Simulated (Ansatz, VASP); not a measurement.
## Two plane-wave programs on Ge3Pd

INCAR

```
SYSTEM = Ge3Pd
PREC = Accurate
ENCUT = 600
EDIFF = 1E-6
ISMEAR = 0
SIGMA = 0.1
LREAL = .False.
LASPH = .True.
NELM = 60
ALGO = Normal
ISIF = 3
LWAVE = .False.
LCHARG = .False.
GGA = PE
IBRION = 2
NSW = 90
EDIFFG = -0.04
```

Contents of KPOINTS:

```
regular mesh
0
Gamma
  6 6 4
  0 0 0
```

The input POSCAR:

```
Ge3Pd
1.0
    3.5824060700      0.0000000000      0.0000000000
    0.0000000000      3.5824060700      0.0000000000
    0.0000000000      0.0000000000      5.6018368200
Ge Pd
3 1
Direct
    0.0000000000      0.0000000000      0.5000000000
    0.5000000000      0.5000000000      0.0000000000
    0.5000000000      0.5000000000      0.5000000000
    0.0000000000      0.0000000000      0.0000000000
```

Input for Ansatz:

```yaml
crystal:
  lattice:
    - [3.58240607, 0.0, 0.0]
    - [0.0, 3.58240607, 0.0]
    - [0.0, 0.0, 5.60183682]
  atoms:
    - { symbol: Ge, position: [0.0, 0.0, 0.5] }
    - { symbol: Ge, position: [0.5, 0.5, 0.0] }
    - { symbol: Ge, position: [0.5, 0.5, 0.5] }
    - { symbol: Pd, position: [0.0, 0.0, 0.0] }
basis:
  ecutwfc: 420
kpoints:
  mp_grid: { grid: [6, 6, 4] }
hamiltonian:
  xc: pbe
scf:
  occupations: { method: gaussian, width: 0.1 }
  lower_state_search: "off"
output:
  forces: true
  stress: true
  eigenvalues: true
relax:
  adjacent_minimum: "off"
  f_tol: 0.04
  max_steps: 70
  cell: { stress_tol: 0.4 }
```

Alike in both runs: task relaxation of cell and atoms; functional PBE; k mesh 6 × 6 × 4; occupations gaussian, width 0.1 eV; no spin polarisation.

```csv
,VASP,Ansatz
version,VASP 6.6.1,Ansatz 0.2.0
potentials or method,"VASP PAW PBE potentials, release 64 (Ge_d, Pd), cutoff 600 eV","scalar-relativistic, plane waves, PAW"
valence electrons in the cell,52,60
```

VASP gave:

```
gap on the k mesh at the Fermi level, each at its own relaxed structure (eV)  : none
relaxed volume (Å³/atom)                                                      : 18.49
relaxed length of the cell vector where the two differ most in proportion (Å) : 5.347
```

Question: What did Ansatz give for the same quantities?

Answer: gap on the k mesh at the Fermi level, each at its own relaxed structure (eV): none; relaxed volume (Å³/atom): 18.54; relaxed length of the cell vector where the two differ most in proportion (Å): 5.354.

A gap of «none» marks a metal or a gap that the smearing closes. VASP's potentials hold 52 valence electrons a cell and Ansatz's 60, so a difference there can come from the potentials and not from the codes.
